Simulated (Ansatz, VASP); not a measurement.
# Ta16Cu: VASP beside Ansatz

```xyz
17
Lattice="6.5700 0.0000 0.0000 0.0000 6.5700 0.0000 0.0000 0.0000 21.9099" Properties=species:S:1:pos:R:3 pbc="T T T"
Ta    1.6425    1.6425    4.0000
Ta    1.6425    4.9275    4.0000
Ta    4.9275    1.6425    4.0000
Ta    4.9275    4.9275    4.0000
Ta    0.0000    0.0000    5.6425
Ta    0.0000    3.2850    5.6425
Ta    3.2850    0.0000    5.6425
Ta    3.2850    3.2850    5.6425
Ta    1.6425    1.6425    7.2883
Ta    1.6425    4.9275    7.2883
Ta    4.9275    1.6425    7.2883
Ta    4.9275    4.9275    7.2883
Ta    0.0000    0.0000    8.8099
Ta    0.0000    3.2850    8.8099
Ta    3.2850    0.0000    8.8099
Ta    3.2850    3.2850    8.8099
Cu    0.4106    0.4106   11.6099
```

Alike in both runs: task single point; functional PBE; dispersion D3(BJ); k mesh 4 × 4 × 1; occupations gaussian, width 0.1 eV; no spin polarisation.

```csv
,VASP,Ansatz
version,VASP 6.6.1,Ansatz 0.2.0
potentials or method,"VASP PAW PBE potentials, release 64 (Ta_pv, Cu), cutoff 520 eV","scalar-relativistic, plane waves, PAW"
valence electrons in the cell,187,227
```

Ansatz gave:

- gap on the k mesh at the Fermi level (eV): none
- rms of the force components (eV/Å): 0.356

Q: Which values does VASP return?

A: gap on the k mesh at the Fermi level (eV): none; rms of the force components (eV/Å): 0.358.

Atom by atom the forces differ by 0.005 eV/Å (rms over components). A gap of «none» marks a metal or a gap that the smearing closes. VASP's potentials hold 187 valence electrons a cell and Ansatz's 227, so a difference there can come from the potentials and not from the codes. Ansatz's warnings: vacuum below fermi.

Spin-orbit coupling is off throughout.
